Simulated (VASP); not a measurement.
# AlN (I-4m2) in VASP: notebook

Aim: see how the results for AlN move with the level of theory and the settings. Levels: PBE, r2SCAN. Tasks: single point.

All numbers are computed with VASP 6.6.1; they aren't measurements. Logs are shortened: lines on timing, memory, paths and dates and some standing lists are left out, and cuts for length are marked.

**1. The cell of the first run**

It takes space group I-4m2 (No. 119, tetragonal). Conventional cell: a = 3.152 Å, b = 3.152 Å, c = 4.273 Å, α = 90.00°, β = 90.00°, γ = 90.00°. Within 2.5 Å of Al (site symmetry -4m2) lie 4 N at 1.90 Å. Within 2.5 Å of N (site symmetry -4m2) lie 4 Al at 1.90 Å.

**2. Single point, PBE (epitaxial xy strain +2.0%)**

Input file INCAR:

```
  PREC = Accurate
  ENCUT = 520
  EDIFF = 1E-6
  ISMEAR = -1
  SIGMA = 0.02
  LREAL = F
  LASPH = T
  NELM = 60
  ALGO = Normal
  ISIF = 2
  LWAVE = F
  LCHARG = T
  GGA = PE
  LELF = T
  LVHAR = T
  NBANDS = 11
```

Input file KPOINTS:

```
regular mesh
0
Gamma
  10 10 10
```

Input file POSCAR:

```
AlN
1.0
    0.0000000000      2.2285739407      2.1366451309
    2.2285739407      0.0000000000      2.1366451309
    2.2285739407      2.2285739407      0.0000000000
Al N
1 1
Direct
    0.0000000000      0.0000000000      0.0000000000
    0.2500000000      0.2500000000      0.2500000000
```

Potentials or basis: VASP PAW PBE potentials, release 64 (Al, N).

On the command line:

```bash
> cat potpaw_PBE.64/Al/POTCAR potpaw_PBE.64/N/POTCAR > POTCAR
> mpirun -np 1 vasp_std > vasp.out
```

OUTCAR:

```text
PREC = Accurate
   ENCUT = 520
   EDIFF = 1E-6
   ISMEAR = -1
   LREAL = F
   LASPH = T
   NELM = 60
   ISIF = 2
   GGA = PE

 ion  position               nearest neighbor table
   1  0.000  0.000  0.000-   2 1.90   2 1.90   2 1.90   2 1.90
   2  0.250  0.250  0.250-   1 1.90   1 1.90   1 1.90   1 1.90

  LATTYP: Found a body centered tetragonal cell.
 ALAT       =     3.1516794917
 C/A-ratio  =     1.3558771674

  Lattice vectors:

 A1 = (   0.0000000000,  -2.2285739407,  -2.1366451309)
 A2 = (   0.0000000000,   2.2285739407,  -2.1366451309)
 A3 = (   2.2285739407,   0.0000000000,   2.1366451309)

Analysis of symmetry for initial positions (statically):
=====================================================================
 Subroutine PRICEL returns:
 Original cell was already a primitive cell.

 Routine SETGRP: Setting up the symmetry group for a
 body centered tetragonal supercell.

 Subroutine GETGRP returns: Found  8 space group operations
 (whereof  8 operations were pure point group operations)
 out of a pool of 16 trial point group operations.

The static configuration has the point symmetry D_2d.

Analysis of symmetry for dynamics (positions and initial velocities):
=====================================================================
 Subroutine PRICEL returns:
 Original cell was already a primitive cell.

 Routine SETGRP: Setting up the symmetry group for a
 body centered tetragonal supercell.

 Subroutine GETGRP returns: Found  8 space group operations
 (whereof  8 operations were pure point group operations)
 out of a pool of 16 trial point group operations.

The dynamic configuration has the point symmetry D_2d.

 Subroutine INISYM returns: Found  8 space group operations
 (whereof  8 operations are pure point group operations),
 and found     1 'primitive' translations

----------------------------------------------------------------------------------------

                                     Primitive cell

  volume of cell :      21.2235

  direct lattice vectors                    reciprocal lattice vectors
     0.000000000  2.228573941  2.136645131    -0.224358721  0.224358721  0.234011719
     2.228573941  0.000000000  2.136645131     0.224358721 -0.224358721  0.234011719
     2.228573941  2.228573941  0.000000000     0.224358721  0.224358721 -0.234011719

[... 87 lines left out ...]
   IBRION =     -1    ionic relax: 0-MD 1-quasi-New 2-CG
   NFREE  =      0    steps in history (QN), initial steepest desc. (CG)
   ISIF   =      2    stress and relaxation
   ISYM   =      2    0-nonsym 1-usesym 2-fastsym
   POTIM  = 0.5000    time-step for ionic-motion
   TEBEG  =    0.0;   TEEND  =   0.0 temperature during run
   PSTRESS=    0.0 pullay stress
   NELECT =       8.0000    total number of electrons
   NUPDOWN=      -1.0000    fix difference up-down
   EMIN   =  10.00;   EMAX   =-10.00  energy-range for DOS
   EFERMI =   0.00;   METHOD = LEGACY
   ISMEAR =    -1;   SIGMA  =   0.02  broadening in eV -4-tet -1-fermi 0-gaus
   EFERMI_NEDOS =   21; number of points for ismear=-14 and -15
   IALGO  =     38    algorithm
   IMIX   =      4    mixing-type and parameters
     AMIX     =   0.40;   BMIX     =  1.00
     AMIX_MAG =   1.60;   BMIX_MAG =  1.00
  volume/ion in A,a.u.               =      10.61        71.61
  Fermi-wavevector in a.u.,A,eV,Ry     =   1.182586  2.234763 19.027873  1.398509
  Thomas-Fermi vector in A             =   2.318837
   LORBIT       =      0    0 simple, 1 ext, 2 COOP (PROOUT), +10 PAW based schemes
   GGA     = PE    functional components
   LHFCALC =     F    Hartree Fock is set to
   AEXX    =    0.0000 exact exchange contribution
   IVDW    =     0    specifies the selected vdW correction
   LEPSILON=     F    determine dielectric tensor
   LRPA    =     F    only Hartree local field effects (RPA)
 non-spin polarized calculation
  energy-cutoff  :      520.00
  volume of cell :       21.22
 maximum number of plane-waves:       582
   NGX = 11   NGY = 11   NGZ = 11

 number of electron       8.0000001 magnetization

 Free energy of the ion-electron system (eV)
  ---------------------------------------------------
  ext. energy  EPLUGINS =         0.00000000
  ---------------------------------------------------
  free energy    TOTEN  =       -14.83764090 eV

  energy without entropy =      -14.83764090  energy(sigma->0) =      -14.83764090

 E-fermi :   6.3337     XC(G=0): -10.8549

 val. band max:        5.9117277200   @ k =   0.0000   0.0000   0.0000
 cond. band min:       9.0008535836   @ k =   0.5000   0.5000   0.0000
 fundamental gap:      3.0891258636
 Fermi energy:         6.3336538148

 k-point     1 :       0.0000    0.0000    0.0000
  band No.  band energies     occupation
      1      -9.0740      2.00000
      2       5.7506      2.00000
      3       5.7506      2.00000
      4       5.9117      2.00000
      5       9.8275      0.00000
      6      18.1495      0.00000
      7      18.2021      0.00000
      8      18.2021      0.00000
      9      22.6733      0.00000
     10      23.8602      0.00000
     11      24.2101      0.00000
[... 309 lines left out ...]
 k-point    24 :       0.4000    0.3000    0.0000
  band No.  band energies     occupation
      1      -7.0286      2.00000
      2       1.8092      2.00000
      3       4.0122      2.00000
      4       4.2190      2.00000
      5      10.6889      0.00000
      6      14.8199      0.00000
      7      18.2545      0.00000
      8      19.9293      0.00000
      9      20.5351      0.00000
     10      26.5751      0.00000
     11      29.0100      0.00000

 [... further k-points ...]

------------------------ aborting loop because EDIFF is reached ----------------------------------------

  FORCE on cell =-STRESS in cart. coord.  units (eV):
  Direction    XX          YY          ZZ          XY          YZ          ZX
  --------------------------------------------------------------------------------------
  -------------------------------------------------------------------------------------
  Total       -0.1283251     -0.1283251      0.5194960      0.0000000      0.0000000      0.0000000
  in kB       -9.6873674     -9.6873674     39.2171764      0.0000000      0.0000000      0.0000000
  external PRESSURE =       6.6141472 kB  Pullay stress =       0.0000000 kB

 VOLUME and BASIS-vectors are now :
 -----------------------------------------------------------------------------
  energy-cutoff  :      520.00
  volume of cell :       21.22
      direct lattice vectors                 reciprocal lattice vectors
     0.000000000  2.228573941  2.136645131    -0.224358721  0.224358721  0.234011719
     2.228573941  0.000000000  2.136645131     0.224358721 -0.224358721  0.234011719
     2.228573941  2.228573941  0.000000000     0.224358721  0.224358721 -0.234011719

 POSITION                                       TOTAL-FORCE (eV/Angst)
 -----------------------------------------------------------------------------------
      0.00000      0.00000      0.00000        -0.000000     -0.000000     -0.000000
      1.11429      1.11429      1.06832         0.000000      0.000000      0.000000
 -----------------------------------------------------------------------------------
    total drift:                                0.000000      0.000000     -0.000000

  FREE ENERGIE OF THE ION-ELECTRON SYSTEM (eV)
  ---------------------------------------------------
  free  energy   TOTEN  =       -14.8376408965 eV

  energy  without entropy=      -14.8376408965  energy(sigma->0) =      -14.83764090
```

stdout:

```text
POSCAR found type information on POSCAR AlN
 POSCAR found :  2 types and       2 ions
 scaLAPACK will be used
 LDA part: xc-table for (Slater+PW92), standard interpolation
 POSCAR, INCAR and KPOINTS ok, starting setup
 FFT: planning ... GRIDC
 FFT: planning ... GRID_SOFT
 FFT: planning ... GRID
 WAVECAR not read
 entering main loop
```

Wall time 6 s (1 thread of Intel Xeon 6975P-C (Granite Rapids), shared host); peak memory 0.14 GiB.

What came out:

* Free energy: -14.8376 eV
* Pressure: 0.7 GPa
* Band gap on the k mesh: 3.09 eV (least direct gap 3.92 eV)

Levels at points of the mesh, in eV from the valence-band top:
```tsv
k point	band 2	band 3	band 4	band 5	band 6	band 7
(0.00, 0.00, 0.00)	-0.16	-0.16	0.00	3.92	12.24	12.29
(0.50, 0.00, 0.00)	-5.89	-0.75	-0.42	7.04	9.64	10.54
(0.50, 0.50, 0.00)	-4.69	-2.09	-2.09	3.09	7.96	14.08
(0.50, 0.00, 0.50)	-5.09	-1.75	-1.74	3.27	8.61	13.34
```

Caveat: the cell differs from its parent crystal (epitaxial xy strain +2.0%).

**3. Single point, PBE (epitaxial xy strain +3.0%)**

Input file INCAR:

```
PREC = Accurate ; ENCUT = 520
EDIFF = 1E-6 ; ISMEAR = -1
SIGMA = 0.02 ; LREAL = F
LASPH = T ; NELM = 80
ALGO = Normal ; ISIF = 2
LWAVE = F ; LCHARG = F
GGA = PE ; NBANDS = 11
```

Input file KPOINTS:

```
Automatic mesh
0
Gamma
  10 10 10
```

Input file POSCAR:

```
AlN
1.0
    0.0000000000      2.2504227048      2.1105448577
    2.2504227048      0.0000000000      2.1105448577
    2.2504227048      2.2504227048      0.0000000000
Al N
1 1
Direct
    0.0000000000      0.0000000000      0.0000000000
    0.2500000000      0.2500000000      0.2500000000
```

Potentials or basis: VASP PAW PBE potentials, release 64 (Al, N).

On the command line:

```bash
> cat potpaw_PBE.64/Al/POTCAR potpaw_PBE.64/N/POTCAR > POTCAR
> mpirun -np 1 vasp_std > vasp.out
```

Run time: 5.6 s. Hardware: 1 thread of Intel Xeon 6975P-C (Granite Rapids), shared host; peak memory 0.14 GiB.

Results (log left out):

* Free energy: -14.8259 eV
* Pressure: -0.9 GPa
* Band gap on the k mesh: 2.99 eV (least direct gap 3.79 eV)

Stress tensor (GPa, compression positive):
```
-3.26  0.00  0.00
 0.00 -3.26  0.00
 0.00  0.00  3.74
```

Levels at points of the mesh, in eV from the valence-band top:
| k point | band 2 | band 3 | band 4 | band 5 | band 6 | band 7 |
| --- | --- | --- | --- | --- | --- | --- |
| (0.00, 0.00, 0.00) | -0.23 | -0.23 | 0.00 | 3.79 | 12.10 | 12.18 |
| (0.50, 0.00, 0.00) | -5.91 | -0.89 | -0.40 | 6.84 | 9.55 | 10.26 |
| (0.50, 0.50, 0.00) | -4.58 | -2.25 | -2.25 | 2.99 | 7.63 | 14.16 |
| (0.50, 0.00, 0.50) | -5.19 | -1.73 | -1.72 | 3.26 | 8.62 | 13.04 |

Caveat: the cell differs from its parent crystal (epitaxial xy strain +3.0%). A k mesh can miss the band edges.

**4. Single point, PBE (epitaxial xy strain +4.0%)**

Input file INCAR:

```
SYSTEM = AlN
PREC     = Accurate       ! precision mode
ENCUT    = 520            ! plane-wave cutoff, eV
EDIFF    = 1E-7           ! SCF threshold, eV
ISMEAR   = -1             ! smearing method
SIGMA    = 0.02           ! smearing width, eV
LREAL    = .FALSE.        ! projectors in reciprocal space
LASPH    = .TRUE.         ! aspherical terms in the spheres
NELM     = 100            ! most SCF steps
ALGO     = Normal         ! electronic algorithm
ISIF     = 2              ! what is computed and relaxed
LWAVE    = .FALSE.        ! write WAVECAR
LCHARG   = .FALSE.        ! write CHGCAR
GGA      = PE             ! functional
NBANDS   = 11             ! bands
```

Input file KPOINTS:

```
Automatic mesh
0
G
  10 10 10
  0 0 0
```

Input file POSCAR:

```
AlN
1.0
    0.0000000000      2.2722714690      2.0830640326
    2.2722714690      0.0000000000      2.0830640326
    2.2722714690      2.2722714690      0.0000000000
Al N
1 1
Direct
    0.0000000000      0.0000000000      0.0000000000
    0.2500000000      0.2500000000      0.2500000000
```

Potentials or basis: VASP PAW PBE potentials, release 64 (Al, N).

On the command line:

```bash
> cat potpaw_PBE.64/Al/POTCAR potpaw_PBE.64/N/POTCAR > POTCAR
> mpirun -np 1 vasp_std > vasp.out
```

OUTCAR:

```text
SYSTEM = AlN
   PREC = Accurate
   ENCUT = 520
   EDIFF = 1E-7
   ISMEAR = -1
   LREAL = .FALSE.
   LASPH = .TRUE.
   NELM = 100
   ISIF = 2
   GGA = PE

 ion  position               nearest neighbor table
   1  0.000  0.000  0.000-   2 1.91   2 1.91   2 1.91   2 1.91
   2  0.250  0.250  0.250-   1 1.91   1 1.91   1 1.91   1 1.91

  LATTYP: Found a body centered tetragonal cell.
 ALAT       =     3.2134771289
 C/A-ratio  =     1.2964548675

  Lattice vectors:

[... 519 lines left out ...]

 [... further k-points ...]

------------------------ aborting loop because EDIFF is reached ----------------------------------------

  FORCE on cell =-STRESS in cart. coord.  units (eV):
  Direction    XX          YY          ZZ          XY          YZ          ZX
  --------------------------------------------------------------------------------------
  -------------------------------------------------------------------------------------
  Total       -0.7158756     -0.7158756      0.4814525      0.0000000      0.0000000      0.0000000
  in kB      -53.3206058    -53.3206058     35.8600555      0.0000000      0.0000000      0.0000000
  external PRESSURE =     -23.5937187 kB  Pullay stress =       0.0000000 kB

 VOLUME and BASIS-vectors are now :
 -----------------------------------------------------------------------------
  energy-cutoff  :      520.00
  volume of cell :       21.51
      direct lattice vectors                 reciprocal lattice vectors
     0.000000000  2.272271469  2.083064033    -0.220044131  0.220044131  0.240031027
     2.272271469  0.000000000  2.083064033     0.220044131 -0.220044131  0.240031027
     2.272271469  2.272271469  0.000000000     0.220044131  0.220044131 -0.240031027

 POSITION                                       TOTAL-FORCE (eV/Angst)
 -----------------------------------------------------------------------------------
      0.00000      0.00000      0.00000         0.000000      0.000000      0.000000
      1.13614      1.13614      1.04153        -0.000000     -0.000000     -0.000000
 -----------------------------------------------------------------------------------
    total drift:                                0.000000      0.000000     -0.000001

  FREE ENERGIE OF THE ION-ELECTRON SYSTEM (eV)
  ---------------------------------------------------
  free  energy   TOTEN  =       -14.8084345724 eV

  energy  without entropy=      -14.8084345724  energy(sigma->0) =      -14.80843457
```

OSZICAR:

```text
N       E                     dE             d eps       ncg     rms          rms(c)
DAV:   1     0.111957955630E+02    0.11196E+02   -0.38047E+03  2300   0.601E+02
DAV:   2    -0.161950227363E+02   -0.27391E+02   -0.26163E+02  2603   0.137E+02
DAV:   3    -0.171140137111E+02   -0.91899E+00   -0.91781E+00  2788   0.240E+01
DAV:   4    -0.171190244674E+02   -0.50108E-02   -0.50104E-02  2547   0.192E+00
DAV:   5    -0.171190880822E+02   -0.63615E-04   -0.63614E-04  2751   0.209E-01    0.845E+00
DAV:   6    -0.148163903216E+02    0.23027E+01   -0.11842E+01  2588   0.171E+01    0.279E+00
DAV:   7    -0.148151294404E+02    0.12609E-02   -0.15784E-01  2496   0.321E+00    0.201E+00
DAV:   8    -0.148099560941E+02    0.51733E-02   -0.30064E-02  2457   0.164E+00    0.600E-01
DAV:   9    -0.148083804547E+02    0.15756E-02   -0.44441E-03  2721   0.397E-01    0.235E-01
DAV:  10    -0.148084258514E+02   -0.45397E-04   -0.47721E-04  2490   0.141E-01    0.159E-02
DAV:  11    -0.148084348198E+02   -0.89684E-05   -0.11004E-05  2658   0.248E-02    0.172E-02
DAV:  12    -0.148084345954E+02    0.22441E-06   -0.84023E-07  2562   0.656E-03    0.185E-03
DAV:  13    -0.148084345724E+02    0.23024E-07   -0.12442E-07  1590   0.186E-03
   1 F= -.14808435E+02 E0= -.14808435E+02  d E =-.219723E-10
```

stdout:

```text
POSCAR found type information on POSCAR AlN
 POSCAR found :  2 types and       2 ions
 scaLAPACK will be used
 LDA part: xc-table for (Slater+PW92), standard interpolation
 POSCAR, INCAR and KPOINTS ok, starting setup
 FFT: planning ... GRIDC
 FFT: planning ... GRID_SOFT
 FFT: planning ... GRID
 WAVECAR not read
 entering main loop
```

Run time: 6 s. Hardware: 1 thread of Intel Xeon 6975P-C (Granite Rapids), shared host; peak memory 0.15 GiB.

Results:

| Item | Value |
| --- | --- |
| Free energy | -14.8084 eV |
| Pressure | -2.4 GPa |
| Band gap on the k mesh | 2.91 eV (least direct gap 3.67 eV) |

Caveat: the cell differs from its parent crystal (epitaxial xy strain +4.0%). A k mesh can miss the band edges.

(Part 1 of 2 ends here.)
